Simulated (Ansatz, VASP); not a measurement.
**One calculation of HfO2, two programs**

```
Hf O
1.0
     0.00000    2.54034    2.54034
     2.54034    0.00000    2.54034
     2.54034    2.54034    0.00000
Hf O
1 2
Direct
  0.00000 0.00000 0.00000
  0.75000 0.75000 0.75000
  0.25000 0.25000 0.25000
```

Alike in both runs: task single point; functional PBEsol; dispersion D3(BJ); k mesh 9 × 9 × 9; occupations tetrahedron; no spin polarisation; Hubbard terms Hf d U = 6.5 eV.

|  | VASP | Ansatz |
| --- | --- | --- |
| version | VASP 6.6.1 | Ansatz 0.2.0 |
| potentials or method | VASP PAW PBE potentials, release 64 (Hf_pv, O) | Ansatz PAW |
| plane-wave cutoff (eV) | 520 | 420 |
| valence electrons in the cell | 22 | 38 |

```tsv
	VASP	Ansatz	Ansatz less VASP
gap on the k mesh at the Fermi level (eV)	4.54	4.96	+0.421
least direct gap on the mesh (eV)	4.67	5.08	+0.410
pressure (GPa)	6.3	1.5	-4.85
```

VASP's potentials were made for PBE, not for PBEsol. The programs project onto different local orbitals, so the same U acts differently, and such runs can settle in different states. VASP's potentials hold 22 valence electrons a cell and Ansatz's 38, so a difference there can come from the potentials and not from the codes.

Neither program's run includes spin-orbit coupling. Noted on Ansatz's run: odd divisions of the mesh miss points on the zone boundary, where band edges often lie, so the gap on the mesh can be too wide.
